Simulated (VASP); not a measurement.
# LaOs3 (Pm-3m) in VASP: single point with PBE

Aim: the single point of LaOs3 with PBE.

Program: VASP 6.6.1. These are calculated values, not measurements. Logs are shortened: lines on timing, memory, paths and dates and some standing lists are left out, and cuts for length are marked.

## 1. The cell of the first run

It takes space group Pm-3m (No. 221, cubic). Conventional cell: a = 4.147 Å, b = 4.147 Å, c = 4.147 Å, α = 90.00°, β = 90.00°, γ = 90.00°. Within 3.9 Å of La (site symmetry m-3m) lie 12 Os at 2.93 Å. Os (site symmetry 4/mmm) has 4 La at 2.93 Å and 8 Os at 2.93 Å within 3.9 Å.

## 2. Single point, PBE

POSCAR

```
LaOs3
1.0
    4.1470735563      0.0000000000      0.0000000000
    0.0000000000      4.1470735563      0.0000000000
    0.0000000000      0.0000000000      4.1470735563
La Os
1 3
Direct
    0.0000000000      0.0000000000      0.0000000000
    0.0000000000      0.5000000000      0.5000000000
    0.5000000000      0.5000000000      0.0000000000
    0.5000000000      0.0000000000      0.5000000000
```

INCAR.step1

```
PREC = Accurate
ENCUT = 520
EDIFF = 1E-6
ISMEAR = 0
SIGMA = 0.05
LREAL = False
LASPH = True
NELM = 100
ALGO = Normal
ISIF = 2
LWAVE = False
LCHARG = True
LMAXMIX = 6
GGA = PE
NBANDS = 26
```

KPOINTS.step1

```
regular mesh
0
Gamma
  8 8 8
```

INCAR.step2

```
PREC = Accurate
ENCUT = 520
EDIFF = 1E-6
ISMEAR = -5
SIGMA = 0.05
LREAL = False
LASPH = True
NELM = 100
ALGO = Normal
ISIF = 2
LWAVE = False
LCHARG = False
LMAXMIX = 6
GGA = PE
LORBIT = 11
NEDOS = 1001
ICHARG = 11
```

KPOINTS.step2

```
regular mesh
0
Gamma
  12 12 12
```

Potentials or basis: VASP PAW PBE potentials, release 64 (La, Os).

Launch:

```
> cat potpaw_PBE.64/La/POTCAR potpaw_PBE.64/Os/POTCAR > POTCAR
> cp INCAR.step1 INCAR
> cp KPOINTS.step1 KPOINTS
> mpirun -np 1 vasp_std > vasp.out
> cp INCAR.step2 INCAR
> cp KPOINTS.step2 KPOINTS
> mpirun -np 1 vasp_std > vasp.out
```

OUTCAR:

```text
PREC = Accurate
   ENCUT = 520
   EDIFF = 1E-6
   ISMEAR = -5
   LREAL = False
   LASPH = True
   NELM = 100
   ISIF = 2
   GGA = PE
   LORBIT = 11
   ICHARG = 11

 ion  position               nearest neighbor table
   1  0.000  0.000  0.000-   2 2.93   3 2.93   4 2.93   2 2.93   4 2.93   2 2.93   3 2.93   2 2.93
                             3 2.93   4 2.93   4 2.93   3 2.93
   2  0.000  0.500  0.500-   1 2.93   3 2.93   4 2.93   1 2.93   3 2.93   1 2.93   4 2.93   1 2.93
                             3 2.93   4 2.93   3 2.93   4 2.93
   3  0.500  0.500  0.000-   1 2.93   2 2.93   4 2.93   2 2.93   4 2.93   1 2.93   4 2.93   4 2.93
                             1 2.93   2 2.93   2 2.93   1 2.93
   4  0.500  0.000  0.500-   1 2.93   2 2.93   3 2.93   1 2.93   3 2.93   2 2.93   3 2.93   3 2.93
                             1 2.93   2 2.93   1 2.93   2 2.93

  LATTYP: Found a simple cubic cell.
 ALAT       =     4.1470735563

  Lattice vectors:

 A1 = (   4.1470735563,   0.0000000000,   0.0000000000)
 A2 = (   0.0000000000,   4.1470735563,   0.0000000000)
 A3 = (   0.0000000000,   0.0000000000,   4.1470735563)

Analysis of symmetry for initial positions (statically):
=====================================================================
 Subroutine PRICEL returns:
 Original cell was already a primitive cell.

 Routine SETGRP: Setting up the symmetry group for a
 simple cubic supercell.

 Subroutine GETGRP returns: Found 48 space group operations
 (whereof 48 operations were pure point group operations)
 out of a pool of 48 trial point group operations.

The static configuration has the point symmetry O_h .

Analysis of symmetry for dynamics (positions and initial velocities):
=====================================================================
 Subroutine PRICEL returns:
 Original cell was already a primitive cell.

 Routine SETGRP: Setting up the symmetry group for a
 simple cubic supercell.

 Subroutine GETGRP returns: Found 48 space group operations
 (whereof 48 operations were pure point group operations)
 out of a pool of 48 trial point group operations.

The dynamic configuration has the point symmetry O_h .

 Subroutine INISYM returns: Found 48 space group operations
 (whereof 48 operations are pure point group operations),
 and found     1 'primitive' translations

----------------------------------------------------------------------------------------

                                     Primitive cell

  volume of cell :      71.3223

[... 106 lines left out ...]
   NUPDOWN=      -1.0000    fix difference up-down
   EMIN   =  10.00;   EMAX   =-10.00  energy-range for DOS
   EFERMI =   0.00;   METHOD = LEGACY
   ISMEAR =    -5;   SIGMA  =   0.05  broadening in eV -4-tet -1-fermi 0-gaus
   EFERMI_NEDOS =   21; number of points for ismear=-14 and -15
   IALGO  =     38    algorithm
   IMIX   =      4    mixing-type and parameters
     AMIX     =   0.40;   BMIX     =  1.00
     AMIX_MAG =   1.60;   BMIX_MAG =  1.00
  volume/ion in A,a.u.               =      17.83       120.33
  Fermi-wavevector in a.u.,A,eV,Ry     =   1.291286  2.440177 22.686620  1.667420
  Thomas-Fermi vector in A             =   2.423065
   LORBIT       =     11    0 simple, 1 ext, 2 COOP (PROOUT), +10 PAW based schemes
   GGA     = PE    functional components
   LHFCALC =     F    Hartree Fock is set to
   AEXX    =    0.0000 exact exchange contribution
   IVDW    =     0    specifies the selected vdW correction
   LEPSILON=     F    determine dielectric tensor
   LRPA    =     F    only Hartree local field effects (RPA)
 non-spin polarized calculation
 Fermi weights with tetrahedron method with Bloechl corrections
  energy-cutoff  :      520.00
  volume of cell :       71.32
 maximum number of plane-waves:      1938
 NGX is ok and might be reduce to    32

 number of electron      35.0000006 magnetization

 Free energy of the ion-electron system (eV)
  ---------------------------------------------------
  ext. energy  EPLUGINS =         0.00000000
  ---------------------------------------------------
  free energy    TOTEN  =       -35.49088197 eV

  energy without entropy =      -35.49088197  energy(sigma->0) =      -35.49088197

 E-fermi :   8.4908     XC(G=0): -12.7089

 val. band max:        8.5055598924   @ k =   0.5000   0.0833   0.0000
 cond. band min:       8.4032678059   @ k =   0.5000   0.5000   0.0000
 fundamental gap:     -0.1022920865
 Fermi energy:         8.4907515201

 k-point     1 :       0.0000    0.0000    0.0000
  band No.  band energies     occupation
      1     -21.6807      2.00000
      2      -5.7107      2.00000
      3      -5.7107      2.00000
      4      -5.7107      2.00000
      5       1.2345      2.00000
      6       3.4564      2.00000
[... 565 lines left out ...]
     20       8.9584      0.00000
     21       9.3186      0.00000

 [... further k-points ...]

------------------------ aborting loop because EDIFF is reached ----------------------------------------

  FORCE on cell =-STRESS in cart. coord.  units (eV):
  Direction    XX          YY          ZZ          XY          YZ          ZX
  --------------------------------------------------------------------------------------
  -------------------------------------------------------------------------------------
  Total        0.1099103      0.1099103      0.1099103      0.0000000      0.0000000      0.0000000
  in kB        2.4690151      2.4690151      2.4690151      0.0000000      0.0000000      0.0000000
  external PRESSURE =       2.4690151 kB  Pullay stress =       0.0000000 kB

 VOLUME and BASIS-vectors are now :
 -----------------------------------------------------------------------------
  energy-cutoff  :      520.00
  volume of cell :       71.32
      direct lattice vectors                 reciprocal lattice vectors
     4.147073556  0.000000000  0.000000000     0.241133895  0.000000000  0.000000000
     0.000000000  4.147073556  0.000000000     0.000000000  0.241133895  0.000000000
     0.000000000  0.000000000  4.147073556     0.000000000  0.000000000  0.241133895

 POSITION                                       TOTAL-FORCE (eV/Angst)
 -----------------------------------------------------------------------------------
      0.00000      0.00000      0.00000         0.000000      0.000000      0.000000
      0.00000      2.07354      2.07354         0.000000      0.000000      0.000000
      2.07354      2.07354      0.00000         0.000000      0.000000      0.000000
      2.07354      0.00000      2.07354         0.000000      0.000000      0.000000
 -----------------------------------------------------------------------------------
    total drift:                                0.000000     -0.000000     -0.000000

  FREE ENERGIE OF THE ION-ELECTRON SYSTEM (eV)
  ---------------------------------------------------
  free  energy   TOTEN  =       -35.4908819685 eV

  energy  without entropy=      -35.4908819685  energy(sigma->0) =      -35.49088197

 total charge

# of ion       s       p       d       f       tot
--------------------------------------------------
    1        2.071   5.587   1.151   0.326   9.135
    2        0.633   0.413   6.008   0.000   7.053
    3        0.633   0.413   6.008   0.000   7.053
    4        0.633   0.413   6.008   0.000   7.053
--------------------------------------------------
tot          3.970   6.825  19.174   0.326  30.295
```

OUTCAR.step1:

```text
PREC = Accurate
   ENCUT = 520
   EDIFF = 1E-6
   ISMEAR = 0
   LREAL = False
[... 929 lines left out ...]
      0.00000      0.00000      0.00000         0.000000      0.000000      0.000000
      0.00000      2.07354      2.07354         0.000000      0.000000      0.000000
      2.07354      2.07354      0.00000         0.000000      0.000000      0.000000
      2.07354      0.00000      2.07354         0.000000      0.000000      0.000000
 -----------------------------------------------------------------------------------
    total drift:                                0.000000     -0.000000     -0.000000

  FREE ENERGIE OF THE ION-ELECTRON SYSTEM (eV)
  ---------------------------------------------------
  free  energy   TOTEN  =       -35.5027994696 eV

  energy  without entropy=      -35.4975795539  energy(sigma->0) =      -35.50018951
```

OSZICAR.step1:

```text
N       E                     dE             d eps       ncg     rms          rms(c)
DAV:   1     0.260235617249E+03    0.26024E+03   -0.13753E+04  1934   0.189E+03
DAV:   2     0.135716293085E+02   -0.24666E+03   -0.22201E+03  2004   0.354E+02
DAV:   3    -0.330424954511E+02   -0.46614E+02   -0.41240E+02  2342   0.144E+02
DAV:   4    -0.405226335901E+02   -0.74801E+01   -0.67337E+01  3446   0.514E+01
DAV:   5    -0.408927837632E+02   -0.37015E+00   -0.36397E+00  2678   0.115E+01    0.227E+01
DAV:   6    -0.358246821527E+02    0.50681E+01   -0.71996E+01  3516   0.935E+01    0.598E+00
DAV:   7    -0.358192020732E+02    0.54801E-02   -0.97786E+00  2830   0.386E+01    0.532E+00
DAV:   8    -0.358382058983E+02   -0.19004E-01   -0.69202E+00  3214   0.227E+01    0.329E+00
DAV:   9    -0.354943586902E+02    0.34385E+00   -0.21533E+00  3296   0.176E+01    0.833E-01
DAV:  10    -0.355004954585E+02   -0.61368E-02   -0.14834E-01  3084   0.357E+00    0.320E-01
DAV:  11    -0.355021075563E+02   -0.16121E-02   -0.11111E-02  3106   0.838E-01    0.121E-01
DAV:  12    -0.355027486719E+02   -0.64112E-03   -0.20293E-03  3302   0.322E-01    0.131E-01
DAV:  13    -0.355028541076E+02   -0.10544E-03   -0.46739E-04  2788   0.136E-01    0.938E-02
DAV:  14    -0.355027945867E+02    0.59521E-04   -0.15172E-03  3078   0.299E-01    0.211E-02
DAV:  15    -0.355027951858E+02   -0.59910E-06   -0.67036E-05  3000   0.725E-02    0.251E-02
DAV:  16    -0.355027985075E+02   -0.33217E-05   -0.28040E-05  2814   0.427E-02    0.102E-02
DAV:  17    -0.355027994696E+02   -0.96207E-06   -0.55305E-06  2800   0.196E-02
   1 F= -.35502799E+02 E0= -.35500190E+02  d E =-.521992E-02
```

It took 4.4 min on 1 thread of Oxide Virtual Turin-like, shared host; peak memory 0.25 GiB.

Results:

```
Valence electrons inside the program's atomic spheres : La 9.13; Os 7.05
```

Levels at points of the mesh, in eV from the Fermi level:
```tsv
k point	band 16	band 17	band 18	band 19	band 20	band 21
(0.00, 0.00, 0.00)	0.86	2.14	2.60	2.61	2.62	3.46
(0.50, 0.00, 0.00)	-0.60	-0.41	0.03	0.03	1.12	2.65
(0.50, 0.50, 0.00)	-0.65	-0.42	-0.42	-0.27	-0.09	0.31
(0.50, 0.50, 0.50)	-0.48	-0.20	2.14	2.14	2.14	3.46
```

Caveat: spin-orbit coupling is left out, which moves the levels of the heavy elements.
